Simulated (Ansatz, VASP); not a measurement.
# Ba2IrBrO2 in VASP and in Ansatz

```
CELL_PARAMETERS angstrom
4.25486 0.00000 0.00000
-2.12743 3.68483 0.00000
-2.12743 1.22828 9.74580
ATOMIC_POSITIONS crystal
Ba 0.74750 0.25250 0.24250
Ba 0.25250 0.74750 0.75750
Ir 0.50000 0.50000 0.50000
Br 0.00000 0.00000 0.00000
O 0.43900 0.56100 0.31700
O 0.56100 0.43900 0.68300
```

Alike in both runs: task single point; functional PBE; k mesh 9 × 9 × 9; occupations gaussian, width 0.0226 eV; no spin polarisation.

|  | VASP | Ansatz |
| --- | --- | --- |
| version | VASP 6.6.1 | Ansatz 0.2.0 |
| potentials or method | VASP PAW PBE potentials, release 64 (Ba_sv, Ir, Br, O), cutoff 520 eV | PAW plane waves |
| valence electrons in the cell | 48 | 56 |

Ansatz gave:

```
pressure (GPa)                                                : 7.1
traceless stress, the component that is largest in VASP (GPa) : 5.97
rms of the force components (eV/Å)                            : 1.282
```

Q: Estimate VASP's values.

A: Pressure (GPa): 8.4; traceless stress, the component that is largest in VASP (GPa): 6.35; rms of the force components (eV/Å): 1.350.

Atom by atom the forces differ by 0.079 eV/Å (rms over components). The functional is the same, so the differences come from potentials, cutoffs and numerics. VASP's potentials hold 48 valence electrons a cell and Ansatz's 56, so a difference there can come from the potentials and not from the codes. Ansatz's warnings: structure snapped to symmetry.

Neither program's run includes spin-orbit coupling.
